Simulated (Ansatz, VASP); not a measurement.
# One calculation of WSe2, two programs

The input INCAR:

```
PREC     = Accurate       # precision mode
ENCUT    = 520            # plane-wave cutoff, eV
EDIFF    = 1E-8           # SCF threshold, eV
ISMEAR   = -1             # smearing method
SIGMA    = 0.08           # smearing width, eV
LREAL    = False          # projectors in reciprocal space
LASPH    = True           # aspherical terms in the spheres
NELM     = 60             # most SCF steps
ALGO     = Normal         # electronic algorithm
ISIF     = 2              # what is computed and relaxed
LWAVE    = False          # write WAVECAR
LCHARG   = False          # write CHGCAR
GGA      = PE             # functional
LEFG     = True         
NBANDS   = 35             # bands
```

The input KPOINTS:

```
Automatic mesh
0
Gamma
  11 11 3
```

Contents of POSCAR:

```
WSe2
1.0
    3.2899984505     -0.0493499768     -0.0493499768
   -1.6877375588      2.8738972249     -0.0180633452
   -0.1945500000     -0.1945500000     12.9700000000
W Se
2 4
Direct
    0.3333333333      0.6666666667      0.2500000000
    0.6666666667      0.3333333333      0.7500000000
    0.3333333333      0.6666666667      0.6210000000
    0.6666666667      0.3333333333      0.1210000000
    0.3333333333      0.6666666667      0.8790000000
    0.6666666667      0.3333333333      0.3790000000
```

Input for Ansatz:

```yaml
crystal:
  lattice:
    - [3.2899984505, -0.0493499768, -0.0493499768]
    - [-1.6877375588, 2.8738972249, -0.0180633452]
    - [-0.19455, -0.19455, 12.97]
  atoms:
    - { symbol: W, position: [0.3333333333, 0.6666666667, 0.25] }
    - { symbol: W, position: [0.6666666667, 0.3333333333, 0.75] }
    - { symbol: Se, position: [0.3333333333, 0.6666666667, 0.621] }
    - { symbol: Se, position: [0.6666666667, 0.3333333333, 0.121] }
    - { symbol: Se, position: [0.3333333333, 0.6666666667, 0.879] }
    - { symbol: Se, position: [0.6666666667, 0.3333333333, 0.379] }
kpoints:
  mp_grid: { grid: [11, 11, 3] }
scf:
  occupations: { method: fermi_dirac, width: 0.08 }
hamiltonian:
  xc: pbe
  pseudopotentials: { kind: paw }
output:
  forces: true
  stress: true
  eigenvalues: true
  efg: { contact_densities: true }
  write_density: true
  write_potential: true
  elf: true
  volumetric_format: npy
```

Change from the starting cell: equal xy, yz and zx shear strains of -3 %, PAW files.

Alike in both runs: task electric field gradients; functional PBE; k mesh 11 × 11 × 3; occupations fermi-dirac, width 0.08 eV; no spin polarisation.

|  | VASP | Ansatz |
| --- | --- | --- |
| version | VASP 6.6.1 | Ansatz 0.2.0 |
| potentials or method | VASP PAW PBE potentials, release 64 (W_sv, Se) | PAW with Ansatz's default frozen-core files, scalar-relativistic |
| plane-wave cutoff (eV) | 520 | 420 |
| valence electrons in the cell | 52 | 92 |

```tsv
	VASP	Ansatz	Ansatz less VASP
pressure (GPa)	4.5	4.2	-0.33
traceless stress, the component that is largest in VASP (GPa)	4.19	4.17	-0.021
rms of the force components (eV/Å)	0.348	0.338	-0.0101
size of Vzz on the site where it differs most (V/Å²)	176.0	195.7	+19.70
```

Atom by atom the forces differ by 0.023 eV/Å (rms over components). VASP's potentials hold 52 valence electrons a cell and Ansatz's 92, so a difference there can come from the potentials and not from the codes.

Spin-orbit coupling is off throughout.
